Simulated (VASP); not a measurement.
# B3C2 (P4mm) in VASP: notebook, part 3 of 3

VASP 6.6.1. The steps go on from the part before.

### 6 Relaxation of cell and atoms, PBE

The input, INCAR:

```
PREC     = Accurate       # precision mode
ENCUT    = 600            # plane-wave cutoff, eV
EDIFF    = 1E-7           # SCF threshold, eV
ISMEAR   = 0              # smearing method
SIGMA    = 0.1            # smearing width, eV
LREAL    = False          # projectors in reciprocal space
LASPH    = True           # aspherical terms in the spheres
NELM     = 80             # most SCF steps
ALGO     = Normal         # electronic algorithm
ISIF     = 3              # what is computed and relaxed
LWAVE    = False          # write WAVECAR
LCHARG   = False          # write CHGCAR
GGA      = PE             # functional
IBRION   = 2              # ionic algorithm
NSW      = 100            # ionic steps
EDIFFG   = -0.01          # ionic threshold
```

The input, KPOINTS:

```
regular mesh
0
Gamma
  14 14 8
```

The input, POSCAR:

```
B3C2
1.0
    2.7887087004      0.0000000000      0.0000000000
    0.0000000000      2.7887087004      0.0000000000
    0.0000000000      0.0000000000      4.3774261140
B C
3 2
Direct
    0.5000000000      0.0000000000      0.9612942103
    0.0000000000      0.5000000000      0.9612942103
    0.0000000000      0.0000000000      0.4054228385
    0.0000000000      0.0000000000      0.7545895964
    0.5000000000      0.5000000000      0.1873990646
```

Potentials or basis: VASP PAW PBE potentials, release 64 (B, C).

Started as:

```sh
> cat potpaw_PBE.64/B/POTCAR potpaw_PBE.64/C/POTCAR > POTCAR
> mpirun -np 1 vasp_std > vasp.out
```

OUTCAR:

```text
PREC = Accurate
   ENCUT = 600
   EDIFF = 1E-7
   ISMEAR = 0
   LREAL = False
   LASPH = True
   NELM = 80
   ISIF = 3
   GGA = PE
   IBRION = 2
   NSW = 100
   EDIFFG = -0.01

 ion  position               nearest neighbor table
   1  0.500  0.000  0.961-   4 1.66   4 1.66   5 1.71   5 1.71   2 1.97   2 1.97   2 1.97   2 1.97

   2  0.000  0.500  0.961-   4 1.66   4 1.66   5 1.71   5 1.71   1 1.97   1 1.97   1 1.97   1 1.97

   3  0.000  0.000  0.405-   4 1.53
   4  0.000  0.000  0.755-   3 1.53   2 1.66   1 1.66   2 1.66   1 1.66
   5  0.500  0.500  0.187-   1 1.71   2 1.71   1 1.71   2 1.71

  LATTYP: Found a simple tetragonal cell.
 ALAT       =     2.7887087004
 C/A-ratio  =     1.5696964381

  Lattice vectors:

 A1 = (   2.7887087004,   0.0000000000,   0.0000000000)
 A2 = (   0.0000000000,   2.7887087004,   0.0000000000)
 A3 = (   0.0000000000,   0.0000000000,   4.3774261140)

[... 477 lines left out ...]
      4       0.8294      2.00000
      5       0.8294      2.00000
      6       5.3112      2.00000
      7       7.6350      2.00000
      8       7.6350      2.00000
      9       9.6523      0.00000
     10      11.0028      0.00000
     11      11.6107      0.00000
     12      11.6107      0.00000
[... 331 lines left out ...]
 k-point    24 :       0.3571    0.2143    0.0000
  band No.  band energies     occupation
      1      -9.0847      2.00000
      2      -5.7167      2.00000
      3      -1.9059      2.00000
      4      -0.4987      2.00000
      5       0.0494      2.00000
      6       1.7589      2.00000
      7       3.4035      2.00000
      8       4.6713      2.00000
      9       8.7006      2.00000
     10       9.7597      0.00000
     11      12.2480      0.00000
     12      14.7817      0.00000

 [... further k-points ...]

------------------------ aborting loop because EDIFF is reached ----------------------------------------

  FORCE on cell =-STRESS in cart. coord.  units (eV):
  Direction    XX          YY          ZZ          XY          YZ          ZX
  --------------------------------------------------------------------------------------
  -------------------------------------------------------------------------------------
  Total        0.0060379      0.0060379     -0.0086699      0.0000000      0.0000000      0.0000000
  in kB        0.2858212      0.2858212     -0.4104158      0.0000000      0.0000000      0.0000000
  external PRESSURE =       0.0537422 kB  Pullay stress =       0.0000000 kB
[... 20 lines left out ...]
  FREE ENERGIE OF THE ION-ELECTRON SYSTEM (eV)
  ---------------------------------------------------
  free  energy   TOTEN  =       -33.3743452549 eV

  energy  without entropy=      -33.3715359945  energy(sigma->0) =      -33.37294062

 reached required accuracy - stopping structural energy minimisation
```

OSZICAR:

```text
N       E                     dE             d eps       ncg     rms          rms(c)
DAV:   1     0.450480389581E+02    0.45048E+02   -0.89176E+03  4320   0.143E+03
DAV:   2    -0.318526353876E+02   -0.76901E+02   -0.72378E+02  6092   0.241E+02
DAV:   3    -0.351908352232E+02   -0.33382E+01   -0.32421E+01  5648   0.464E+01
DAV:   4    -0.352435180880E+02   -0.52683E-01   -0.52398E-01  5620   0.581E+00
[... 56 lines left out ...]
DAV:   1    -0.333743971422E+02   -0.10329E-03   -0.67133E-03  4324   0.748E-01    0.330E-02
DAV:   2    -0.333743488713E+02    0.48271E-04   -0.24507E-04  5536   0.146E-01    0.149E-02
DAV:   3    -0.333743460113E+02    0.28600E-05   -0.18463E-05  5496   0.397E-02    0.704E-03
DAV:   4    -0.333743453225E+02    0.68877E-06   -0.21340E-06  5376   0.122E-02    0.216E-03
DAV:   5    -0.333743452549E+02    0.67584E-07   -0.21003E-07  4660   0.461E-03
   8 F= -.33374345E+02 E0= -.33372941E+02  d E =-.514382E-04
```

Wall time 5.5 min (1 thread of Intel Xeon 8259CL, shared host); peak memory 0.22 GiB.

Results:

```
Free energy                           : -33.3743 eV
Relaxed volume                        : 6.77 Å³/atom
Relaxed cell                          : a = 2.782 Å, b = 2.782 Å, c = 4.374 Å, α = 90.00°, β = 90.00°, γ = 90.00°
Space group after relaxing (to 0.1 Å) : P4mm (No. 99)
Energy gained by relaxing             : 0.2 meV/atom
Ionic steps                           : 8
Pressure after relaxing               : 0.0 GPa
Largest force after relaxing          : 0.007 eV/Å
Band gap on the k mesh                : zero (an odd number of electrons rules out a gap without spin polarisation)
```

Forces in eV/Å, atoms in the order of the input:
```
B    0.000  0.000  0.007
B    0.000  0.000  0.007
B    0.000  0.000 -0.007
C    0.000  0.000 -0.006
C    0.000  0.000 -0.001
```

The path:
```csv
step,energy change (eV),largest force (eV/Å),pressure (GPa),volume (Å³)
1,0.0000,0.0635,-0.80,34.04
2,-0.0006,0.0821,0.26,33.88
3,-0.0007,0.0622,-0.03,33.92
4,-0.0008,0.0587,-0.01,33.89
5,-0.0008,0.0337,-0.01,33.90
6,-0.0009,0.0138,-0.09,33.88
7,-0.0009,0.0147,-0.10,33.88
8,-0.0009,0.0074,0.01,33.85
```

Final structure:
```cif
data_structure
_symmetry_space_group_name_H-M 'P 1'
_symmetry_Int_Tables_number 1
_cell_length_a 2.7816
_cell_length_b 2.7816
_cell_length_c 4.3744
_cell_angle_alpha 90.000
_cell_angle_beta 90.000
_cell_angle_gamma 90.000
_cell_volume 33.85
loop_
_atom_site_label
_atom_site_type_symbol
_atom_site_fract_x
_atom_site_fract_y
_atom_site_fract_z
_atom_site_occupancy
B1 B 0.50000 0.00000 0.96141 1
B2 B 0.00000 0.50000 0.96141 1
B3 B 0.00000 0.00000 0.40416 1
C1 C 0.00000 0.00000 0.75417 1
C2 C 0.50000 0.50000 0.18885 1
```

Caveat: an odd number of electrons without spin polarisation forces a metal; a magnetic or distorted state may lie lower.

### 7 Summary

```csv
task,cell,k mesh,cutoff (eV),gap on the mesh (eV),pressure (GPa),relaxed volume (Å³/atom),largest force (eV/Å)
single point,"a = 2.789, b = 2.789, c = 4.377 Å, 5 atoms, atomic positions A",6 × 6 × 4,520,none,-0.2,-,0.03
single point,"a = 3.112, b = 3.112, c = 4.583 Å, 5 atoms, atomic positions B",6 × 6 × 4,520,none,-40.4,-,3.53
relaxation of cell and atoms,"relaxed from a = 3.112, b = 3.112, c = 4.583 Å, 5 atoms, atomic positions B",6 × 6 × 4,600,none,0.0,6.76,0.02
single point,"a = 2.783, b = 2.783, c = 4.377 Å, 5 atoms, atomic positions C",14 × 14 × 8,520,none,0.1,-,0.02
relaxation of cell and atoms,"relaxed from a = 2.789, b = 2.789, c = 4.377 Å, 5 atoms, atomic positions A",14 × 14 × 8,600,none,0.0,6.77,0.01
```

Alike in all rows: level PBE; potentials or basis VASP PAW PBE potentials, release 64 (B, C); no spin polarisation; smearing gaussian 0.1 eV.

Caveats: some runs use coarse meshes; an odd number of electrons without spin polarisation forces a metal; a magnetic or distorted state may lie lower; the stress differs along the axes, from -52 to -35 GPa (at least some runs); the volume moved by over 15 % at a fixed basis, so the end points are rough (at least some runs).

Absolute energies hang on the potentials; compare differences alone.
